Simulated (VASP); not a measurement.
TiO2: single point with r2SCAN

Crystal: TiO2.

```
Ti O
1.0
     1.49733    0.86448    6.98154
    -1.49733    0.86448    6.98154
     0.00000   -1.72897    6.98154
Ti O
1 2
Direct
  0.00000 0.00000 0.00000
  0.62047 0.62047 0.62047
  0.37953 0.37953 0.37953
```

```json
{
  "Program": "VASP 6.6.1",
  "Task": "single point",
  "Functional": "r2SCAN",
  "Potentials or basis": "VASP PAW PBE potentials, release 64 (Ti_sv, O)",
  "Cutoff": "520 eV",
  "k mesh": "8 × 8 × 8",
  "Occupations": "fermi-dirac, width 0.02 eV",
  "Spin": "no spin polarisation",
  "Dipole correction": "no",
  "Further INCAR settings": "ALGO = Normal; EDIFF = 1e-07; NBANDS = 19"
}
```

```json
{
  "Pressure": "-2.6 GPa",
  "Largest force": "0.356 eV/Å",
  "Band gap on the k mesh": "3.10 eV (least direct gap 3.30 eV)"
}
```

Forces on the atoms (eV/Å):
```
Ti   0.000  0.000  0.000
O    0.000  0.000  0.356
O    0.000  0.000 -0.356
```

Stress tensor (GPa, compression positive):
```
-2.80  0.00  0.00
 0.00 -2.80  0.00
 0.00  0.00 -2.23
```

Levels at points of the mesh, in eV from the valence-band top:
```tsv
k point	band 10	band 11	band 12	band 13	band 14	band 15
(0.00, 0.00, 0.00)	-0.59	-0.20	-0.20	3.10	3.10	4.81
(0.50, 0.00, 0.00)	-1.67	-1.25	-0.65	3.33	4.15	4.21
(0.50, 0.50, 0.00)	-1.68	-1.25	-0.64	3.33	4.15	4.21
(0.50, 0.50, 0.50)	-0.65	-0.20	-0.20	3.10	3.10	4.83
```

It took 19 min on 1 thread of Intel(R) Xeon(R) Platinum 8559C (Emerald Rapids) (shared host), peak memory 0.44 GiB.

Caveat: the PAW data sets were made with another functional, which shifts forces and pressure a little. A k mesh can miss the band edges.
